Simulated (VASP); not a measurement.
# GaSb (F-43m) in VASP: single point with PBE0

Aim: the single point of GaSb with PBE0.

Program: VASP 6.6.1. These are calculated values, not measurements. Logs are shortened: lines on timing, memory, paths and dates and some standing lists are left out, and cuts for length are marked.

**1. The cell of the first run**

It takes space group F-43m (No. 216, cubic). The conventional cell has a = 6.145 Å, b = 6.145 Å, c = 6.145 Å, α = 90.00°, β = 90.00°, γ = 90.00°. Within 3.5 Å of Ga (site symmetry -43m) lie 4 Sb at 2.66 Å. Sb (site symmetry -43m) has 4 Ga at 2.66 Å within 3.5 Å.

**2. Single point, PBE0**

Input file POSCAR:

```
GaSb
1.0
    0.0000000000      3.0725810000      3.0725810000
    3.0725810000      0.0000000000      3.0725810000
    3.0725810000      3.0725810000      0.0000000000
Ga Sb
1 1
Direct
    0.0000000000      0.0000000000      0.0000000000
    0.2500000000      0.2500000000      0.2500000000
```

Input file INCAR.step1:

```
PREC     = Accurate       # precision mode
ENCUT    = 400            # plane-wave cutoff, eV
EDIFF    = 1E-5           # SCF threshold, eV
ISMEAR   = -1             # smearing method
SIGMA    = 0.0951         # smearing width, eV
LREAL    = False          # projectors in reciprocal space
LASPH    = True           # aspherical terms in the spheres
NELM     = 120            # most SCF steps
ALGO     = Normal         # electronic algorithm
ISIF     = 2              # what is computed and relaxed
LWAVE    = True           # write WAVECAR
NBANDS   = 16             # bands
GGA      = PE             # functional
GGA_COMPAT= False
```

Input file INCAR.step2:

```
PREC     = Accurate       # precision mode
ENCUT    = 400            # plane-wave cutoff, eV
EDIFF    = 1E-6           # SCF threshold, eV
ISMEAR   = -1             # smearing method
SIGMA    = 0.0951         # smearing width, eV
LREAL    = False          # projectors in reciprocal space
LASPH    = True           # aspherical terms in the spheres
NELM     = 120            # most SCF steps
ALGO     = Normal         # electronic algorithm
ISIF     = 2              # what is computed and relaxed
LWAVE    = False          # write WAVECAR
LCHARG   = True           # write CHGCAR
GGA      = PE             # functional
LHFCALC  = True           # exact exchange
AEXX     = 0.25           # exact-exchange fraction
PRECFOCK = Normal       
LELF     = True           # ELF
LVHAR    = True         
NBANDS   = 16             # bands
ISTART   = 1            
GGA_COMPAT= False
```

Input file KPOINTS:

```
Automatic mesh
0
Gamma
  3 3 3
```

Potentials or basis: VASP PAW PBE potentials, release 64 (Ga_d, Sb).

Run with:

```bash
$ cat potpaw_PBE.64/Ga_d/POTCAR potpaw_PBE.64/Sb/POTCAR > POTCAR
$ cp INCAR.step1 INCAR
$ mpirun -np 1 vasp_std > vasp.out
$ cp INCAR.step2 INCAR
$ mpirun -np 1 vasp_std > vasp.out
```

OUTCAR:

```text
PREC = Accurate
   ENCUT = 400
   EDIFF = 1E-6
   ISMEAR = -1
   LREAL = False
   LASPH = True
   NELM = 120
   ISIF = 2
   GGA = PE
   LHFCALC = True
   AEXX = 0.25
   PRECFOCK = Normal
   ISTART = 1

 ion  position               nearest neighbor table
   1  0.000  0.000  0.000-   2 2.66   2 2.66   2 2.66   2 2.66
   2  0.250  0.250  0.250-   1 2.66   1 2.66   1 2.66   1 2.66

  LATTYP: Found a face centered cubic cell.
 ALAT       =     6.1451620000

  Lattice vectors:

 A1 = (   0.0000000000,   3.0725810000,   3.0725810000)
 A2 = (   3.0725810000,   0.0000000000,   3.0725810000)
 A3 = (   3.0725810000,   3.0725810000,   0.0000000000)

Analysis of symmetry for initial positions (statically):
=====================================================================
 Subroutine PRICEL returns:
 Original cell was already a primitive cell.

 Routine SETGRP: Setting up the symmetry group for a
 face centered cubic supercell.

 Subroutine GETGRP returns: Found 24 space group operations
 (whereof 24 operations were pure point group operations)
 out of a pool of 48 trial point group operations.

The static configuration has the point symmetry T_d .

Analysis of symmetry for dynamics (positions and initial velocities):
=====================================================================
 Subroutine PRICEL returns:
 Original cell was already a primitive cell.

 Routine SETGRP: Setting up the symmetry group for a
 face centered cubic supercell.

 Subroutine GETGRP returns: Found 24 space group operations
 (whereof 24 operations were pure point group operations)
 out of a pool of 48 trial point group operations.

The dynamic configuration has the point symmetry T_d .

 Subroutine INISYM returns: Found 24 space group operations
 (whereof 24 operations are pure point group operations),
 and found     1 'primitive' translations

----------------------------------------------------------------------------------------

                                     Primitive cell

  volume of cell :      58.0150

  direct lattice vectors                    reciprocal lattice vectors
     0.000000000  3.072581000  3.072581000    -0.162729640  0.162729640  0.162729640
     3.072581000  0.000000000  3.072581000     0.162729640 -0.162729640  0.162729640
     3.072581000  3.072581000  0.000000000     0.162729640  0.162729640 -0.162729640

  length of vectors
     4.345285722  4.345285722  4.345285722     0.281856004  0.281856004  0.281856004

  position of ions in fractional coordinates (direct lattice)
     0.000000000  0.000000000  0.000000000
     0.250000000  0.250000000  0.250000000

  ion indices of the primitive-cell ions
   primitive index   ion index
                 1           1
                 2           2

----------------------------------------------------------------------------------------

 KPOINTS: Automatic mesh

Automatic generation of k-mesh.
 Grid dimensions read from file:
 generate k-points for:    3    3    3

 Generating k-lattice:

  Cartesian coordinates                     Fractional coordinates (reciprocal lattice)
    -0.054243213  0.054243213  0.054243213     0.333333333  0.000000000  0.000000000
     0.054243213 -0.054243213  0.054243213     0.000000000  0.333333333  0.000000000
     0.054243213  0.054243213 -0.054243213     0.000000000  0.000000000  0.333333333

  Length of vectors
     0.093952001  0.093952001  0.093952001

  Shift w.r.t. Gamma in fractional coordinates (k-lattice)
     0.000000000  0.000000000  0.000000000

 Subroutine IBZKPT returns following result:
 ===========================================

 Found      4 irreducible k-points:

 Following reciprocal coordinates:
            Coordinates               Weight
  0.000000  0.000000  0.000000      1.000000
  0.333333  0.000000  0.000000      8.000000
  0.333333  0.333333  0.000000      6.000000
 -0.333333  0.333333  0.000000     12.000000
   k-points           NKPTS =      4   k-points in BZ     NKDIM =     27   number of bands    NBANDS=     16
   number of dos      NEDOS =    301   number of ions     NIONS =      2
   total plane-waves  NPLWV =  21952
   dimension x,y,z NGX =    28 NGY =   28 NGZ =   28
   dimension x,y,z NGXF=    56 NGYF=   56 NGZF=   56
   ions per type =               1   1
   NGX,Y,Z   is equivalent  to a cutoff of  10.71, 10.71, 10.71 a.u.
   NGXF,Y,Z  is equivalent  to a cutoff of  21.42, 21.42, 21.42 a.u.
 SYSTEM =  unknown system
   PREC   = accura    normal or accurate (medium, high low for compatibility)
   ISTART =      1    job   : 0-new  1-cont  2-samecut
   ICHARG =      0    charge: 1-file 2-atom 10-const
   ISPIN  =      1    spin polarized calculation?
   LNONCOLLINEAR =      F non collinear calculations
   LSORBIT =      F    spin-orbit coupling
   LASPH  =      T    aspherical Exc in radial PAW
   ENCUT  =  400.0 eV  29.40 Ry    5.42 a.u.   7.09  7.09  7.09*2*pi/ulx,y,z
   NELM   =    120;   NELMIN=  2; NELMDL=  0     # of ELM steps
   EDIFF  = 0.1E-05   stopping-criterion for ELM
   LREAL  =      F    real-space projection
   EDIFFG = 0.1E-04   stopping-criterion for IOM
   NSW    =      0    number of steps for IOM
   IBRION =     -1    ionic relax: 0-MD 1-quasi-New 2-CG
   NFREE  =      0    steps in history (QN), initial steepest desc. (CG)
   ISIF   =      2    stress and relaxation
   ISYM   =      3    0-nonsym 1-usesym 2-fastsym
   POTIM  = 0.5000    time-step for ionic-motion
   TEBEG  =    0.0;   TEEND  =   0.0 temperature during run
   PSTRESS=    0.0 pullay stress
   NELECT =      18.0000    total number of electrons
   NUPDOWN=      -1.0000    fix difference up-down
   EMIN   =  10.00;   EMAX   =-10.00  energy-range for DOS
   EFERMI =   0.00;   METHOD = LEGACY
   ISMEAR =    -1;   SIGMA  =   0.10  broadening in eV -4-tet -1-fermi 0-gaus
   EFERMI_NEDOS =   21; number of points for ismear=-14 and -15
   IALGO  =     38    algorithm
   IMIX   =      1    mixing-type and parameters
     AMIX     =   0.40;   BMIX     =  1.00
     AMIX_MAG =   1.60;   BMIX_MAG =  1.00
  volume/ion in A,a.u.               =      29.01       195.75
  Fermi-wavevector in a.u.,A,eV,Ry     =   1.108287  2.094359 16.712044  1.228301
  Thomas-Fermi vector in A             =   2.244812
   LORBIT       =      0    0 simple, 1 ext, 2 COOP (PROOUT), +10 PAW based schemes
   GGA     = PE    functional components
   LHFCALC =     T    Hartree Fock is set to
   PRECFOCK=normal    Normal, Fast or Accurate (Low or Medium for compatibility)
   ENCUT4O =  -1.0   cutoff for four orbital integrals eV
   NKREDX  =     1    reduce k-point grid by
   NKREDY  =     1    reduce k-point grid by
   NKREDZ  =     1    reduce k-point grid by
   AEXX    =    0.2500 exact exchange contribution
   HFSCREEN=    0.0000 screening length (either q_TF or 0.3 A-1)
   HFSCREENC=   0.0000 screening length for correlation (either q_TF or 0.3 A-1)
   ENCUTFOCK=  -1.0 apply spherical cutoff to Coloumb kernel
   IVDW    =     0    specifies the selected vdW correction
   LEPSILON=     F    determine dielectric tensor
   LRPA    =     F    only Hartree local field effects (RPA)
 non-spin polarized calculation
  energy-cutoff  :      400.00
  volume of cell :       58.01
 maximum number of plane-waves:      1067
  NGX = 24; NGY = 24; NGZ = 24

 number of electron      18.0000015 magnetization

 Free energy of the ion-electron system (eV)
  ---------------------------------------------------
  ext. energy  EPLUGINS =         0.00000000
  ---------------------------------------------------
  free energy    TOTEN  =        -9.37948943 eV

  energy without entropy =       -9.37944696  energy(sigma->0) =       -9.37946820

 E-fermi :   4.8298     XC(G=0):  -7.0998

 val. band max:        3.9559273537   @ k =   0.0000   0.0000   0.0000
 cond. band min:       5.6055686597   @ k =   0.0000   0.0000   0.0000
 fundamental gap:      1.6496413060
 Fermi energy:         4.8297823541

 k-point     1 :       0.0000    0.0000    0.0000
  band No.  band energies     occupation
      1     -13.7142      2.00000
      2     -13.7142      2.00000
      3     -13.7142      2.00000
      4     -13.6644      2.00000
      5     -13.6644      2.00000
      6      -8.4623      2.00000
[... 8 lines left out ...]
     15      14.1831      0.00000
     16      14.1831      0.00000

 k-point     2 :       0.3333    0.0000    0.0000
  band No.  band energies     occupation
      1     -13.7262      2.00000
      2     -13.7066      2.00000
      3     -13.7066      2.00000
      4     -13.6648      2.00000
      5     -13.6648      2.00000
      6      -7.3404      2.00000
[... 8 lines left out ...]
     15      13.7244      0.00000
     16      13.7244      0.00000

 k-point     3 :       0.3333    0.3333    0.0000
  band No.  band energies     occupation
      1     -13.7373      2.00000
      2     -13.6983      2.00000
      3     -13.6983      2.00000
      4     -13.6708      2.00000
      5     -13.6617      2.00000
      6      -6.8983      2.00000
[... 8 lines left out ...]
     15      15.6929      0.00000
     16      16.4352      0.00000

 k-point     4 :      -0.3333    0.3333    0.0000
  band No.  band energies     occupation
      1     -13.7370      2.00000
      2     -13.6991      2.00000
      3     -13.6981      2.00000
      4     -13.6682      2.00000
      5     -13.6643      2.00000
      6      -6.0513      2.00000
[... 8 lines left out ...]
     15      13.6666      0.00000
     16      17.8309      0.00000

------------------------ aborting loop because EDIFF is reached ----------------------------------------

  FORCE on cell =-STRESS in cart. coord.  units (eV):
  Direction    XX          YY          ZZ          XY          YZ          ZX
  --------------------------------------------------------------------------------------
  -------------------------------------------------------------------------------------
  Total       -0.0726100     -0.0726100     -0.0726100      0.0000000      0.0000000     -0.0000000
  in kB       -2.0052422     -2.0052422     -2.0052422      0.0000000      0.0000000     -0.0000000
  external PRESSURE =      -2.0052422 kB  Pullay stress =       0.0000000 kB

 VOLUME and BASIS-vectors are now :
 -----------------------------------------------------------------------------
  energy-cutoff  :      400.00
  volume of cell :       58.01
      direct lattice vectors                 reciprocal lattice vectors
     0.000000000  3.072581000  3.072581000    -0.162729640  0.162729640  0.162729640
     3.072581000  0.000000000  3.072581000     0.162729640 -0.162729640  0.162729640
     3.072581000  3.072581000  0.000000000     0.162729640  0.162729640 -0.162729640

 POSITION                                       TOTAL-FORCE (eV/Angst)
 -----------------------------------------------------------------------------------
      0.00000      0.00000      0.00000        -0.000000     -0.000000     -0.000000
      1.53629      1.53629      1.53629         0.000000      0.000000      0.000000
 -----------------------------------------------------------------------------------
    total drift:                                0.000061      0.000059      0.000018

  FREE ENERGIE OF THE ION-ELECTRON SYSTEM (eV)
  ---------------------------------------------------
  free  energy   TOTEN  =        -9.3794894336 eV

  energy  without entropy=       -9.3794469636  energy(sigma->0) =       -9.37946820
```

Wall time 2.1 min (1 thread of AMD EPYC 7R43 (Zen 3), shared host); peak memory 0.14 GiB.

Results:

| Property | Result |
| --- | --- |
| Free energy | -9.3795 eV |
| Pressure | -0.2 GPa |
| Band gap on the k mesh | 1.65 eV, direct |

Levels at points of the mesh, in eV from the valence-band top:
| k point | band 7 | band 8 | band 9 | band 10 | band 11 | band 12 |
| --- | --- | --- | --- | --- | --- | --- |
| (0.00, 0.00, 0.00) | 0.00 | 0.00 | 0.00 | 1.65 | 4.29 | 4.29 |

Caveat: the k points lie up to 0.59 Å⁻¹ apart; the PAW data sets were made with another functional, which shifts forces and pressure a little; spin-orbit coupling is left out, which moves the levels of the heavy elements. A k mesh can miss the band edges.
